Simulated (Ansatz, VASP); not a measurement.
One calculation of La, two programs

Contents of INCAR:

```
PREC     = Accurate       # precision mode
ENCUT    = 520            # plane-wave cutoff, eV
EDIFF    = 1E-7           # SCF threshold, eV
ISMEAR   = 0              # smearing method
SIGMA    = 0.05           # smearing width, eV
LREAL    = F              # projectors in reciprocal space
LASPH    = T              # aspherical terms in the spheres
NELM     = 150            # most SCF steps
ALGO     = Fast           # electronic algorithm
ISIF     = 2              # what is computed and relaxed
LWAVE    = F              # write WAVECAR
LCHARG   = F              # write CHGCAR
LMAXMIX  = 6              # l up to which the mixer works
LDAU     = T              # DFT+U
LDAUTYPE = 2            
LDAUL    = 3              # shell
LDAUU    = 6              # U, eV
LDAUJ    = 0            
LDAUPRINT= 1            
GGA      = PS             # functional
NBANDS   = 12             # bands
```

File KPOINTS:

```
regular mesh
0
Gamma
  9 9 9
```

File POSCAR:

```
La
1.0
   -2.1238310710      2.1238310710      2.1238310710
    2.1238310710     -2.1238310710      2.1238310710
    2.1238310710      2.1238310710     -2.1238310710
La
1
Direct
    0.0000000000      0.0000000000      0.0000000000
```

input.yaml

```yaml
crystal:
  lattice:
    - [-2.123831071, 2.123831071, 2.123831071]
    - [2.123831071, -2.123831071, 2.123831071]
    - [2.123831071, 2.123831071, -2.123831071]
  atoms:
    - { symbol: La, position: [0.0, 0.0, 0.0] }
hamiltonian:
  xc: pbesol
  pseudopotentials: { kind: paw }
  hubbard: { sites: [{ species: La, l: f, u_eff: 6.0 }] }
kpoints:
  mp_grid: { grid: [9, 9, 9] }
  band_path:
    path:
      - [[0.0, 0.0, 0.0], [0.5, -0.5, 0.5], [0.0, 0.0, 0.5], [0.0, 0.0, 0.0], [0.25, 0.25, 0.25], [0.5, -0.5, 0.5]]
      - [[0.25, 0.25, 0.25], [0.0, 0.0, 0.5]]
    npoints: 14
scf:
  occupations: { method: gaussian, width: 0.05 }
  n_extra_bands: 6
output:
  forces: true
  stress: true
  eigenvalues: true
  fatbands: false
```

Alike in both runs: functional PBEsol; k mesh 9 × 9 × 9; occupations gaussian, width 0.05 eV; no spin polarisation; Hubbard terms La f U = 6.0 eV.

|  | VASP | Ansatz |
| --- | --- | --- |
| version | VASP 6.6.1 | Ansatz 0.2.0 |
| potentials or method | VASP PAW PBE potentials, release 64 (La) | Ansatz PAW |
| plane-wave cutoff (eV) | 520 | 420 |
| valence electrons in the cell | 11 | 11 |
| task | single point | band structure |

```csv
,VASP,Ansatz,Ansatz less VASP
gap on the k mesh at the Fermi level (eV),none,none,-
pressure (GPa),-1.6,-1.3,+0.27
```

VASP's potentials were made for PBE, not for PBEsol. The programs project onto different local orbitals, so the same U acts differently, and such runs can settle in different states. A gap of «none» marks a metal or a gap that the smearing closes.

Neither program's run includes spin-orbit coupling. Noted on Ansatz's run: the magnetic or orbital state may not be the lowest.
